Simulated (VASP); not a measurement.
# MoS2 (P6_3/mmc) in VASP: single point with r2SCAN

Aim: the single point of MoS2 with r2SCAN.

All numbers are computed with VASP 6.6.1; they aren't measurements. Logs are shortened: lines on timing, memory, paths and dates and some standing lists are left out, and cuts for length are marked.

**1. The cell of the first run**

The structure is hexagonal, space group P6_3/mmc (No. 194). The conventional cell has a = 3.184 Å, b = 3.184 Å, c = 12.990 Å, α = 90.00°, β = 90.00°, γ = 120.00°. Within 3.2 Å of Mo (site symmetry -6m2) lie 6 S at 2.41 Å and 6 Mo at 3.18 Å. S (site symmetry 3m) has 3 Mo at 2.41 Å and 7 S at 3.11 to 3.18 Å within 3.2 Å.

**2. Single point, r2SCAN**

Contents of POSCAR:

```
MoS2
1.0
    3.1842673871      0.0000000029      0.0000000000
   -1.5921336960      2.7576564482      0.0000000000
    0.0000000000      0.0000000000     12.9903970672
Mo S
2 4
Direct
    0.6666666667      0.3333333333      0.2500000000
    0.3333333333      0.6666666667      0.7500000000
    0.6666666667      0.3333333333      0.6304739450
    0.3333333333      0.6666666667      0.3695260550
    0.6666666667      0.3333333333      0.8695260550
    0.3333333333      0.6666666667      0.1304739450
```

Contents of INCAR.step1:

```
SYSTEM = MoS2
ALGO     = Normal         ! electronic algorithm
EDIFF    = 1E-5           ! SCF threshold, eV
ENCUT    = 550            ! plane-wave cutoff, eV
GGA      = PE             ! functional
GGA_COMPAT= .False.      
ISMEAR   = 0              ! smearing method
LASPH    = .True.         ! aspherical terms in the spheres
LCHARG   = .False.        ! write CHGCAR
LREAL    = .False.        ! projectors in reciprocal space
LWAVE    = .True.         ! write WAVECAR
NBANDS   = 35             ! bands
NELM     = 120            ! most SCF steps
PREC     = Accurate       ! precision mode
SIGMA    = 0.02           ! smearing width, eV
```

Contents of INCAR.step2:

```
SYSTEM = MoS2
ALGO     = Normal         ! electronic algorithm
EDIFF    = 1E-6           ! SCF threshold, eV
ENCUT    = 550            ! plane-wave cutoff, eV
GGA_COMPAT= .False.      
ISIF     = 2              ! what is computed and relaxed
ISMEAR   = 0              ! smearing method
ISTART   = 1            
LASPH    = .True.         ! aspherical terms in the spheres
LCHARG   = .False.        ! write CHGCAR
LMIXTAU  = .True.       
LREAL    = .False.        ! projectors in reciprocal space
LWAVE    = .False.        ! write WAVECAR
METAGGA  = R2SCAN         ! meta-GGA
NBANDS   = 35             ! bands
NELM     = 120            ! most SCF steps
PREC     = Accurate       ! precision mode
SIGMA    = 0.02           ! smearing width, eV
```

Contents of KPOINTS:

```
k-points
0
Gamma
  12 12 2
  0 0 0
```

Potentials or basis: VASP PAW PBE potentials, release 64 (Mo_sv, S).

On the command line:

```
$ cat potpaw_PBE.64/Mo_sv/POTCAR potpaw_PBE.64/S/POTCAR > POTCAR
$ cp INCAR.step1 INCAR
$ mpirun -np 1 vasp_std > vasp.out
$ cp INCAR.step2 INCAR
$ mpirun -np 1 vasp_std > vasp.out
```

OUTCAR:

```text
SYSTEM = MoS2
   EDIFF = 1E-6
   ENCUT = 550
   ISIF = 2
   ISMEAR = 0
   ISTART = 1
   LASPH = .True.
   LREAL = .False.
   METAGGA = R2SCAN
   NELM = 120
   PREC = Accurate

 ion  position               nearest neighbor table
   1  0.667  0.333  0.250-   4 2.41   6 2.41   4 2.41   6 2.41   4 2.41   6 2.41
   2  0.333  0.667  0.750-   3 2.41   5 2.41   3 2.41   5 2.41   3 2.41   5 2.41
   3  0.667  0.333  0.630-   2 2.41   2 2.41   2 2.41
   4  0.333  0.667  0.370-   1 2.41   1 2.41   1 2.41
   5  0.667  0.333  0.870-   2 2.41   2 2.41   2 2.41
   6  0.333  0.667  0.130-   1 2.41   1 2.41   1 2.41

  LATTYP: Found a hexagonal cell.
 ALAT       =     3.1842673871
 C/A-ratio  =     4.0795559820

  Lattice vectors:

 A1 = (   3.1842673871,   0.0000000029,   0.0000000000)
 A2 = (  -1.5921336960,   2.7576564482,   0.0000000000)
 A3 = (   0.0000000000,   0.0000000000,  12.9903970672)

Analysis of symmetry for initial positions (statically):
=====================================================================
 Subroutine PRICEL returns:
 Original cell was already a primitive cell.

 Routine SETGRP: Setting up the symmetry group for a
 hexagonal supercell.

 Subroutine GETGRP returns: Found 24 space group operations
 (whereof 12 operations were pure point group operations)
 out of a pool of 24 trial point group operations.

The static configuration has the point symmetry D_3d.
 The point group associated with its full space group is D_6h.

Analysis of symmetry for dynamics (positions and initial velocities):
=====================================================================
 Subroutine PRICEL returns:
 Original cell was already a primitive cell.

 Routine SETGRP: Setting up the symmetry group for a
 hexagonal supercell.

 Subroutine GETGRP returns: Found 24 space group operations
 (whereof 12 operations were pure point group operations)
 out of a pool of 24 trial point group operations.

The dynamic configuration has the point symmetry D_3d.
 The point group associated with its full space group is D_6h.

 Subroutine INISYM returns: Found 24 space group operations
 (whereof 12 operations are pure point group operations),
 and found     1 'primitive' translations

----------------------------------------------------------------------------------------

                                     Primitive cell

  volume of cell :     114.0702

  direct lattice vectors                    reciprocal lattice vectors
     3.184267387  0.000000003  0.000000000     0.314043979  0.181313376  0.000000000
    -1.592133696  2.757656448  0.000000000    -0.000000000  0.362626751  0.000000000
     0.000000000  0.000000000 12.990397067     0.000000000  0.000000000  0.076979941

  length of vectors
     3.184267387  3.184267387 12.990397067     0.362626751  0.362626751  0.076979941

  position of ions in fractional coordinates (direct lattice)
     0.666666667  0.333333333  0.250000000
     0.333333333  0.666666667  0.750000000
     0.666666667  0.333333333  0.630473945
     0.333333333  0.666666667  0.369526055
     0.666666667  0.333333333  0.869526055
     0.333333333  0.666666667  0.130473945

  ion indices of the primitive-cell ions
   primitive index   ion index
                 1           1
                 2           2
                 3           3
                 4           4
                 5           5
                 6           6

----------------------------------------------------------------------------------------

 KPOINTS: k-points

Automatic generation of k-mesh.
 Grid dimensions read from file:
 generate k-points for:   12   12    2

 Generating k-lattice:

  Cartesian coordinates                     Fractional coordinates (reciprocal lattice)
     0.026170332  0.015109448  0.000000000     0.083333333  0.000000000  0.000000000
    -0.000000000  0.030218896  0.000000000    -0.000000000  0.083333333  0.000000000
     0.000000000  0.000000000  0.038489971     0.000000000  0.000000000  0.500000000

  Length of vectors
     0.030218896  0.030218896  0.038489971

  Shift w.r.t. Gamma in fractional coordinates (k-lattice)
     0.000000000  0.000000000  0.000000000

 Subroutine IBZKPT returns following result:
 ===========================================

 Found     38 irreducible k-points:

 Following reciprocal coordinates:
            Coordinates               Weight
  0.000000  0.000000  0.000000      1.000000
  0.083333  0.000000  0.000000      6.000000
  0.166667 -0.000000  0.000000      6.000000
  0.250000 -0.000000  0.000000      6.000000
  0.333333 -0.000000  0.000000      6.000000
  0.416667  0.000000  0.000000      6.000000
[... 16 lines left out ...]
  0.250000 -0.000000  0.500000      6.000000
  0.333333 -0.000000  0.500000      6.000000
 [... further k-points ...]
   k-points           NKPTS =     38   k-points in BZ     NKDIM =     38   number of bands    NBANDS=     35
   number of dos      NEDOS =    301   number of ions     NIONS =      6
   total plane-waves  NPLWV =  57600
   dimension x,y,z NGX =    24 NGY =   24 NGZ =  100
   dimension x,y,z NGXF=    48 NGYF=   48 NGZF=  200
   ions per type =               2   4
   NGX,Y,Z   is equivalent  to a cutoff of  12.53, 12.53, 12.80 a.u.
   NGXF,Y,Z  is equivalent  to a cutoff of  25.06, 25.06, 25.60 a.u.
 SYSTEM =  MoS2
   PREC   = accura    normal or accurate (medium, high low for compatibility)
   ISTART =      1    job   : 0-new  1-cont  2-samecut
   ICHARG =      0    charge: 1-file 2-atom 10-const
   ISPIN  =      1    spin polarized calculation?
   LNONCOLLINEAR =      F non collinear calculations
   LSORBIT =      F    spin-orbit coupling
   LASPH  =      T    aspherical Exc in radial PAW
   ENCUT  =  550.0 eV  40.42 Ry    6.36 a.u.   6.09  6.09 24.84*2*pi/ulx,y,z
   NELM   =    120;   NELMIN=  2; NELMDL=  0     # of ELM steps
   EDIFF  = 0.1E-05   stopping-criterion for ELM
   LREAL  =      F    real-space projection
   EDIFFG = 0.1E-04   stopping-criterion for IOM
   NSW    =      0    number of steps for IOM
   IBRION =     -1    ionic relax: 0-MD 1-quasi-New 2-CG
   NFREE  =      0    steps in history (QN), initial steepest desc. (CG)
   ISIF   =      2    stress and relaxation
   ISYM   =      2    0-nonsym 1-usesym 2-fastsym
   POTIM  = 0.5000    time-step for ionic-motion
   TEBEG  =    0.0;   TEEND  =   0.0 temperature during run
   PSTRESS=    0.0 pullay stress
   NELECT =      52.0000    total number of electrons
   NUPDOWN=      -1.0000    fix difference up-down
   EMIN   =  10.00;   EMAX   =-10.00  energy-range for DOS
   EFERMI =   0.00;   METHOD = LEGACY
   ISMEAR =     0;   SIGMA  =   0.02  broadening in eV -4-tet -1-fermi 0-gaus
   EFERMI_NEDOS =   21; number of points for ismear=-14 and -15
   IALGO  =     38    algorithm
   IMIX   =      4    mixing-type and parameters
     AMIX     =   0.40;   BMIX     =  1.00
     AMIX_MAG =   1.60;   BMIX_MAG =  1.00
  volume/ion in A,a.u.               =      19.01       128.30
  Fermi-wavevector in a.u.,A,eV,Ry     =   1.259946  2.380953 21.598755  1.587464
  Thomas-Fermi vector in A             =   2.393480
   LORBIT       =      0    0 simple, 1 ext, 2 COOP (PROOUT), +10 PAW based schemes
   METAGGA = R2SCAN    functional components
   LHFCALC =     F    Hartree Fock is set to
   AEXX    =    0.0000 exact exchange contribution
   IVDW    =     0    specifies the selected vdW correction
   LEPSILON=     F    determine dielectric tensor
   LRPA    =     F    only Hartree local field effects (RPA)
 non-spin polarized calculation
 Gauss-broadening in eV      SIGMA  =   0.02
  energy-cutoff  :      550.00
  volume of cell :      114.07
 maximum number of plane-waves:      3384
   NGX = 13   NGY = 13   NGZ = 49

 number of electron      52.0000000 magnetization

 Free energy of the ion-electron system (eV)
  ---------------------------------------------------
  ext. energy  EPLUGINS =         0.00000000
  ---------------------------------------------------
  free energy    TOTEN  =       -90.08438563 eV

  energy without entropy =      -90.08438563  energy(sigma->0) =      -90.08438563

 E-fermi :   6.5892     XC(G=0): -11.0392

 val. band max:        6.4669332364   @ k =   0.0000   0.0000   0.0000
 cond. band min:       7.6478585709   @ k =   0.3333   0.3333   0.0000
 fundamental gap:      1.1809253345
 Fermi energy:         6.5891608977

 k-point     1 :       0.0000    0.0000    0.0000
  band No.  band energies     occupation
      1     -56.9031      2.00000
      2     -56.9031      2.00000
      3     -30.3153      2.00000
      4     -30.3153      2.00000
      5     -30.1070      2.00000
      6     -30.1070      2.00000
[... 27 lines left out ...]
     34       9.1381      0.00000
     35      12.5714      0.00000

 k-point     2 :       0.0833    0.0000    0.0000
  band No.  band energies     occupation
      1     -56.9003      2.00000
      2     -56.9003      2.00000
      3     -30.3099      2.00000
      4     -30.3098      2.00000
      5     -30.1344      2.00000
      6     -30.1344      2.00000
[... 27 lines left out ...]
     34       9.0432      0.00000
     35      13.0602      0.00000

 k-point     3 :       0.1667   -0.0000    0.0000
  band No.  band energies     occupation
      1     -56.8928      2.00000
      2     -56.8928      2.00000
      3     -30.2948      2.00000
      4     -30.2948      2.00000
      5     -30.2087      2.00000
      6     -30.2087      2.00000
[... 27 lines left out ...]
     34       9.4948      0.00000
     35      14.0145      0.00000
[... 723 lines left out ...]
 k-point    23 :       0.2500   -0.0000    0.5000
  band No.  band energies     occupation
      1     -56.8825      2.00000
      2     -56.8825      2.00000
      3     -30.3089      2.00000
      4     -30.3089      2.00000
      5     -30.2742      2.00000
      6     -30.2742      2.00000
[... 27 lines left out ...]
     34       9.9110      0.00000
     35      14.4711      0.00000

 k-point    24 :       0.3333   -0.0000    0.5000
  band No.  band energies     occupation
      1     -56.8721      2.00000
      2     -56.8721      2.00000
      3     -30.4075      2.00000
      4     -30.4075      2.00000
      5     -30.2535      2.00000
      6     -30.2535      2.00000
[... 27 lines left out ...]
     34      10.2398      0.00000
     35      13.9064      0.00000

 [... further k-points ...]
[... 5 lines left out ...]
  --------------------------------------------------------------------------------------
  -------------------------------------------------------------------------------------
  Total        0.0635661      0.0635661     -0.0010021      0.0000000      0.0000000     -0.0000000
  in kB        0.8928198      0.8928198     -0.0140751      0.0000000      0.0000000     -0.0000000
  external PRESSURE =       0.5905215 kB  Pullay stress =       0.0000000 kB

 VOLUME and BASIS-vectors are now :
 -----------------------------------------------------------------------------
  energy-cutoff  :      550.00
  volume of cell :      114.07
      direct lattice vectors                 reciprocal lattice vectors
     3.184267387  0.000000003  0.000000000     0.314043979  0.181313376  0.000000000
    -1.592133696  2.757656448  0.000000000    -0.000000000  0.362626751  0.000000000
     0.000000000  0.000000000 12.990397067     0.000000000  0.000000000  0.076979941

 POSITION                                       TOTAL-FORCE (eV/Angst)
 -----------------------------------------------------------------------------------
      1.59213      0.91922      3.24760         0.000000     -0.000000      0.000000
     -0.00000      1.83844      9.74280        -0.000000      0.000000      0.000000
      1.59213      0.91922      8.19011        -0.000000      0.000000     -0.003957
     -0.00000      1.83844      4.80029         0.000000     -0.000000      0.003957
      1.59213      0.91922     11.29549         0.000000     -0.000000      0.003957
     -0.00000      1.83844      1.69491        -0.000000      0.000000     -0.003957
 -----------------------------------------------------------------------------------
    total drift:                                0.000000     -0.000000      0.000000

  FREE ENERGIE OF THE ION-ELECTRON SYSTEM (eV)
  ---------------------------------------------------
  free  energy   TOTEN  =       -90.0843856328 eV

  energy  without entropy=      -90.0843856328  energy(sigma->0) =      -90.08438563
```

Wall time 12 min (1 thread of Oxide Virtual Turin-like, shared host); peak memory 0.29 GiB.

What came out:

* Free energy: -90.0844 eV
* Pressure: 0.1 GPa
* Largest force: 0.004 eV/Å
* Band gap on the k mesh: 1.18 eV (least direct gap 1.73 eV)

Forces on the atoms (eV/Å):
```
Mo   0.000  0.000  0.000
Mo   0.000  0.000  0.000
S    0.000  0.000 -0.004
S    0.000  0.000  0.004
S    0.000  0.000  0.004
S    0.000  0.000 -0.004
```

Levels at points of the mesh, in eV from the valence-band top:
```tsv
k point	band 24	band 25	band 26	band 27	band 28	band 29
(0.00, 0.00, 0.00)	-1.54	-0.89	0.00	2.37	2.37	2.38
(0.50, 0.00, 0.00)	-1.64	-1.25	-1.19	1.80	1.83	2.26
(0.00, 0.00, 0.50)	-2.22	-0.28	-0.28	2.37	2.37	2.37
(0.50, 0.00, 0.50)	-1.68	-1.22	-1.22	1.81	1.81	2.34
```

Caveat: the PAW data sets were made with another functional, which shifts forces and pressure a little.
